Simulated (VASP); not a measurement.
# AlCu (Pm-3m) in VASP: single point with PBEsol+D3(BJ)

Aim: the single point of AlCu with PBEsol+D3(BJ).

Everything below comes from runs of VASP 6.6.1. Logs are shortened: lines on timing, memory, paths and dates and some standing lists are left out, and cuts for length are marked.

## 1. The cell of the first run

The structure is cubic, space group Pm-3m (No. 221). Conventional cell: a = 2.998 Å, b = 2.998 Å, c = 2.998 Å, α = 90.00°, β = 90.00°, γ = 90.00°. Within 3.4 Å of Al (site symmetry m-3m) lie 8 Cu at 2.60 Å and 6 Al at 3.00 Å. Within 3.4 Å of Cu (site symmetry m-3m) lie 8 Al at 2.60 Å and 6 Cu at 3.00 Å.

## 2. Single point, PBEsol+D3(BJ)

Contents of INCAR:

```
SYSTEM = AlCu
PREC     = Accurate       ! precision mode
ENCUT    = 520            ! plane-wave cutoff, eV
EDIFF    = 1E-7           ! SCF threshold, eV
ISMEAR   = -1             ! smearing method
SIGMA    = 0.15           ! smearing width, eV
LREAL    = .False.        ! projectors in reciprocal space
LASPH    = .True.         ! aspherical terms in the spheres
NELM     = 100            ! most SCF steps
ALGO     = Normal         ! electronic algorithm
ISIF     = 2              ! what is computed and relaxed
LWAVE    = .False.        ! write WAVECAR
LCHARG   = .False.        ! write CHGCAR
GGA      = PS             ! functional
IVDW     = 12             ! dispersion correction
NBANDS   = 14             ! bands
```

Contents of KPOINTS:

```
regular mesh
0
Gamma
  7 7 7
  0 0 0
```

Contents of POSCAR:

```
AlCu
1.0
    2.9975090000      0.0000000000      0.0000000000
    0.0000000000      2.9975090000      0.0000000000
    0.0000000000      0.0000000000      2.9975090000
Al Cu
1 1
Direct
    0.0000000000      0.0000000000      0.0000000000
    0.5000000000      0.5000000000      0.5000000000
```

Potentials or basis: VASP PAW PBE potentials, release 64 (Al, Cu).

On the command line:

```console
$ cat potpaw_PBE.64/Al/POTCAR potpaw_PBE.64/Cu/POTCAR > POTCAR
$ mpirun -np 1 vasp_std > vasp.out
```

OUTCAR:

```text
SYSTEM = AlCu
   PREC = Accurate
   ENCUT = 520
   EDIFF = 1E-7
   ISMEAR = -1
   LREAL = .False.
   LASPH = .True.
   NELM = 100
   ISIF = 2
   GGA = PS
   IVDW = 12
 IVDW          = 12

 ion  position               nearest neighbor table
   1  0.000  0.000  0.000-   2 2.60   2 2.60   2 2.60   2 2.60   2 2.60   2 2.60   2 2.60   2 2.60

   2  0.500  0.500  0.500-   1 2.60   1 2.60   1 2.60   1 2.60   1 2.60   1 2.60   1 2.60   1 2.60

  LATTYP: Found a simple cubic cell.
 ALAT       =     2.9975090000

  Lattice vectors:

 A1 = (   2.9975090000,   0.0000000000,   0.0000000000)
 A2 = (   0.0000000000,   2.9975090000,   0.0000000000)
 A3 = (   0.0000000000,   0.0000000000,   2.9975090000)

Analysis of symmetry for initial positions (statically):
=====================================================================
 Subroutine PRICEL returns:
 Original cell was already a primitive cell.

 Routine SETGRP: Setting up the symmetry group for a
 simple cubic supercell.

 Subroutine GETGRP returns: Found 48 space group operations
 (whereof 48 operations were pure point group operations)
 out of a pool of 48 trial point group operations.

The static configuration has the point symmetry O_h .

Analysis of symmetry for dynamics (positions and initial velocities):
=====================================================================
 Subroutine PRICEL returns:
 Original cell was already a primitive cell.

 Routine SETGRP: Setting up the symmetry group for a
 simple cubic supercell.

 Subroutine GETGRP returns: Found 48 space group operations
 (whereof 48 operations were pure point group operations)
 out of a pool of 48 trial point group operations.

The dynamic configuration has the point symmetry O_h .

 Subroutine INISYM returns: Found 48 space group operations
 (whereof 48 operations are pure point group operations),
 and found     1 'primitive' translations

----------------------------------------------------------------------------------------

                                     Primitive cell

  volume of cell :      26.9328

  direct lattice vectors                    reciprocal lattice vectors
     2.997509000  0.000000000  0.000000000     0.333610341  0.000000000  0.000000000
     0.000000000  2.997509000  0.000000000     0.000000000  0.333610341  0.000000000
     0.000000000  0.000000000  2.997509000     0.000000000  0.000000000  0.333610341

  length of vectors
     2.997509000  2.997509000  2.997509000     0.333610341  0.333610341  0.333610341

[... 84 lines left out ...]
   TEBEG  =    0.0;   TEEND  =   0.0 temperature during run
   PSTRESS=    0.0 pullay stress
   NELECT =      14.0000    total number of electrons
   NUPDOWN=      -1.0000    fix difference up-down
   EMIN   =  10.00;   EMAX   =-10.00  energy-range for DOS
   EFERMI =   0.00;   METHOD = LEGACY
   ISMEAR =    -1;   SIGMA  =   0.15  broadening in eV -4-tet -1-fermi 0-gaus
   EFERMI_NEDOS =   21; number of points for ismear=-14 and -15
   IALGO  =     38    algorithm
   IMIX   =      4    mixing-type and parameters
     AMIX     =   0.40;   BMIX     =  1.00
     AMIX_MAG =   1.60;   BMIX_MAG =  1.00
  volume/ion in A,a.u.               =      13.47        90.88
  Fermi-wavevector in a.u.,A,eV,Ry     =   1.316306  2.487459 23.574307  1.732663
  Thomas-Fermi vector in A             =   2.446428
   LORBIT       =      0    0 simple, 1 ext, 2 COOP (PROOUT), +10 PAW based schemes
   GGA     = PS    functional components
   LHFCALC =     F    Hartree Fock is set to
   AEXX    =    0.0000 exact exchange contribution
   IVDW    =    12    specifies the selected vdW correction
   LEPSILON=     F    determine dielectric tensor
   LRPA    =     F    only Hartree local field effects (RPA)
 non-spin polarized calculation
  energy-cutoff  :      520.00
  volume of cell :       26.93
 maximum number of plane-waves:       739
 NGX is ok and might be reduce to    24
   NGX = 11   NGY = 11   NGZ = 11

 number of electron      14.0000020 magnetization

 Free energy of the ion-electron system (eV)
  ---------------------------------------------------
  ext. energy  EPLUGINS =         0.00000000
  ---------------------------------------------------
  free energy    TOTEN  =        -8.74907556 eV

  energy without entropy =       -8.70903099  energy(sigma->0) =       -8.72905328

 E-fermi :   8.9106     XC(G=0): -11.6083

 val. band max:        8.6403669213   @ k =   0.4286   0.4286   0.1429
 cond. band min:       9.1195669538   @ k =   0.4286   0.4286   0.2857
 fundamental gap:      0.4792000325
 Fermi energy:         8.9106041867

 k-point     1 :       0.0000    0.0000    0.0000
  band No.  band energies     occupation
      1      -2.5156      2.00000
      2       4.0879      2.00000
      3       4.0879      2.00000
      4       5.0988      2.00000
      5       5.0988      2.00000
      6       5.0988      2.00000
      7      12.7914      0.00000
      8      12.7914      0.00000
      9      12.7914      0.00000
     10      15.2800      0.00000
     11      15.2800      0.00000
     12      18.9549      0.00000
     13      27.3252      0.00000
     14      27.3252      0.00000
[... 309 lines left out ...]
      1       3.3826      2.00000
      2       3.6288      2.00000
      3       3.6288      2.00000
      4       5.3873      2.00000
      5       5.3873      2.00000
      6       7.6047      1.99967
      7       9.3727      0.08785
      8       9.3727      0.08785
      9      10.5587      0.00003
     10      11.9858      0.00000
     11      11.9858      0.00000
     12      12.9122      0.00000
     13      15.0488      0.00000
     14      32.2944      0.00000

------------------------ aborting loop because EDIFF is reached ----------------------------------------

 Edisp (eV)   -0.84549

 E8    (eV) :    -0.5604

  FORCE on cell =-STRESS in cart. coord.  units (eV):
  Direction    XX          YY          ZZ          XY          YZ          ZX
  --------------------------------------------------------------------------------------
  -------------------------------------------------------------------------------------
  Total      -1.45830    -1.45830    -1.45830     0.00000     0.00000     0.00000
  in kB     -86.75119   -86.75119   -86.75119     0.00000     0.00000     0.00000
  external pressure =      -86.75 kB  Pullay stress =        0.00 kB

 VOLUME and BASIS-vectors are now :
 -----------------------------------------------------------------------------
  energy-cutoff  :      520.00
  volume of cell :       26.93
      direct lattice vectors                 reciprocal lattice vectors
     2.997509000  0.000000000  0.000000000     0.333610341  0.000000000  0.000000000
     0.000000000  2.997509000  0.000000000     0.000000000  0.333610341  0.000000000
     0.000000000  0.000000000  2.997509000     0.000000000  0.000000000  0.333610341

 POSITION                                       TOTAL-FORCE (eV/Angst)
 -----------------------------------------------------------------------------------
      0.00000      0.00000      0.00000         0.000000      0.000000      0.000000
      1.49875      1.49875      1.49875         0.000000      0.000000      0.000000
 -----------------------------------------------------------------------------------
    total drift:                                0.000000      0.000000     -0.000000

  FREE ENERGIE OF THE ION-ELECTRON SYSTEM (eV)
  ---------------------------------------------------
  free  energy   TOTEN  =        -9.5945676815 eV

  energy  without entropy=       -9.5545231034  energy(sigma->0) =       -9.57454539
```

OSZICAR:

```text
N       E                     dE             d eps       ncg     rms          rms(c)
DAV:   1     0.519526640431E+02    0.51953E+02   -0.61760E+03   606   0.130E+03
DAV:   2    -0.850835729813E+01   -0.60461E+02   -0.54032E+02   584   0.215E+02
DAV:   3    -0.107585413185E+02   -0.22502E+01   -0.21876E+01   736   0.445E+01
DAV:   4    -0.107990112274E+02   -0.40470E-01   -0.40456E-01   686   0.495E+00
DAV:   5    -0.108004159649E+02   -0.14047E-02   -0.14047E-02   796   0.103E+00    0.128E+01
DAV:   6    -0.116209098889E+02   -0.82049E+00   -0.46339E+01   650   0.165E+02    0.102E+01
DAV:   7    -0.882099080795E+01    0.27999E+01   -0.86496E+00   674   0.753E+01    0.149E+00
DAV:   8    -0.877067289731E+01    0.50318E-01   -0.68905E-01   754   0.190E+01    0.119E+00
DAV:   9    -0.874896068764E+01    0.21712E-01   -0.94092E-02   738   0.683E+00    0.604E-02
DAV:  10    -0.874924559778E+01   -0.28491E-03   -0.18698E-03   868   0.718E-01    0.980E-02
DAV:  11    -0.874907533431E+01    0.17026E-03   -0.61361E-04   750   0.605E-01    0.124E-02
DAV:  12    -0.874907549251E+01   -0.15819E-06   -0.32789E-05   898   0.928E-02    0.854E-03
DAV:  13    -0.874907556451E+01   -0.72006E-07   -0.50257E-07   662   0.585E-03
   1 F= -.95945677E+01 E0= -.95745454E+01  d E =-.400446E-01
```

It took 7 s on 1 thread of Intel Xeon Platinum 8259CL at 2.50GHz (Skylake/Cascade Lake), shared host; peak memory 0.14 GiB.

What came out:

- Free energy: -9.5946 eV
- Pressure: -8.7 GPa
- Band gap on the k mesh: zero (band 7 reaches 12.79 eV, above the bottom of band 8 at 8.49 eV)
- Dispersion energy per atom: -0.423 eV

Caveat: three body term missing; the PAW data sets were made with another functional, which shifts forces and pressure a little; pairwise dispersion overbinds metals, which lowers pressure and volume.
